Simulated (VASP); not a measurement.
Ga4Sb3As:

```xyz
8
Lattice="5.7322 0.0000 0.0000 0.0000 5.7322 0.0000 0.0000 0.0000 5.7322" Properties=species:S:1:pos:R:3 pbc="T T T"
Ga    4.2992    4.2992    4.2992
Ga    4.2992    1.4331    1.4331
Ga    1.4331    4.2992    1.4331
Ga    1.4331    1.4331    4.2992
Sb    2.8661    2.8661    0.0000
Sb    2.8661    0.0000    2.8661
Sb    0.0000    2.8661    2.8661
As    0.0000    0.0000    0.0000
```

| Property | Result |
| --- | --- |
| Program | VASP 6.6.1 |
| Task | relaxation of cell and atoms |
| Functional | PBE |
| Potentials or basis | VASP PAW PBE potentials, release 64 (Ga_d, Sb, As) |
| Cutoff | 600 eV |
| k mesh | 4 × 4 × 4 |
| Occupations | gaussian, width 0.1 eV |
| Spin | no spin polarisation |

At the start: pressure 14.7 GPa; volume 23.54 Å³/atom.

Question: Where does the relaxation end?

Answer: Over 6 steps the energy falls by 212.6 meV/atom and the volume is 28.47 Å³/atom (+20.9 %); space group P-43m (No. 215, to 0.1 Å) before and after.

The path:
```
step  energy change (eV)  largest force (eV/Å)  pressure (GPa)  volume (Å³)
   1              0.0000                1.3280           14.66       188.35
   2             -1.3449                0.1366           -3.93       253.40
   3             -1.6604                0.4200           -0.16       229.14
   4             -1.6604                0.4075           -0.34       230.01
   5             -1.6870                0.2433           -0.23       229.10
   6             -1.7008                0.0254            0.00       227.73
```

Final structure:
```
CELL_PARAMETERS angstrom
6.10673 0.00000 0.00000
0.00000 6.10673 0.00000
0.00000 0.00000 6.10673
ATOMIC_POSITIONS crystal
Ga 0.75903 0.75903 0.75903
Ga 0.75903 0.24097 0.24097
Ga 0.24097 0.75903 0.24097
Ga 0.24097 0.24097 0.75903
Sb 0.50000 0.50000 0.00000
Sb 0.50000 0.00000 0.50000
Sb 0.00000 0.50000 0.50000
As 0.00000 0.00000 0.00000
```

Caveat: the volume moved by over 15 % at a fixed basis, so the end points are rough.
